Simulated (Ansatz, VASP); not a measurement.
## One calculation of Ni2Ge, two programs

```
CELL_PARAMETERS angstrom
3.97283 0.00000 0.00000
-1.98641 3.44057 0.00000
0.00000 0.00000 5.01086
ATOMIC_POSITIONS crystal
Ni 0.66667 0.33333 0.25000
Ni 0.33333 0.66667 0.75000
Ni 0.00000 0.00000 0.00000
Ni 0.00000 0.00000 0.50000
Ge 0.66667 0.33333 0.75000
Ge 0.33333 0.66667 0.25000
```

Alike in both runs: functional PBEsol; k mesh 10 × 10 × 7; occupations fermi-dirac, width 0.05 eV; no spin polarisation.

Ansatz relaxed the structure, and its values are those at the end. VASP's run is a single point on that final structure, the one shown.

|  | VASP | Ansatz |
| --- | --- | --- |
| version | VASP 6.6.1 | Ansatz 0.2.0 |
| potentials or method | VASP PAW PBE potentials, release 64 (Ni, Ge_d) | PAW with Ansatz's default frozen-core files, scalar-relativistic |
| plane-wave cutoff (eV) | 520 | 420 |
| valence electrons in the cell | 68 | 100 |

```csv
,VASP,Ansatz,Ansatz less VASP
pressure (GPa),0.3,0.0,-0.25
```

VASP's potentials were made for PBE, not for PBEsol. The functional is the same, so the differences come from potentials, cutoffs and numerics. VASP's potentials hold 68 valence electrons a cell and Ansatz's 100, so a difference there can come from the potentials and not from the codes.
